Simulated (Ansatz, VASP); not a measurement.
# BaZrO3 in VASP and in Ansatz

```
CELL_PARAMETERS angstrom
4.18150 0.00000 0.00000
0.00000 4.18150 0.00000
0.00000 0.00000 4.18150
ATOMIC_POSITIONS crystal
Ba 0.50000 0.50000 0.50000
Zr 0.00000 0.00000 0.00000
O 0.50000 0.00000 0.00000
O 0.00000 0.50000 0.00000
O 0.00000 0.00000 0.50000
```

Alike in both runs: task single point; functional PBE; k mesh 6 × 6 × 6; occupations gaussian, width 0.05 eV; no spin polarisation.

|  | VASP | Ansatz |
| --- | --- | --- |
| version | VASP 6.6.1 | Ansatz 0.2.0 |
| potentials or method | VASP PAW PBE potentials, release 64 (Ba_sv, Zr_sv, O_h), cutoff 910 eV | scalar-relativistic, plane waves, PAW |
| valence electrons in the cell | 40 | 40 |

|  | VASP | Ansatz | Ansatz less VASP |
| --- | --- | --- | --- |
| gap on the k mesh at the Fermi level (eV) | 3.21 | 3.26 | +0.047 |
| least direct gap on the mesh (eV) | 3.42 | 3.44 | +0.021 |

Spin-orbit coupling is off throughout. Noted on VASP's run: the cutoff is short for stress, so the pressure is rough.
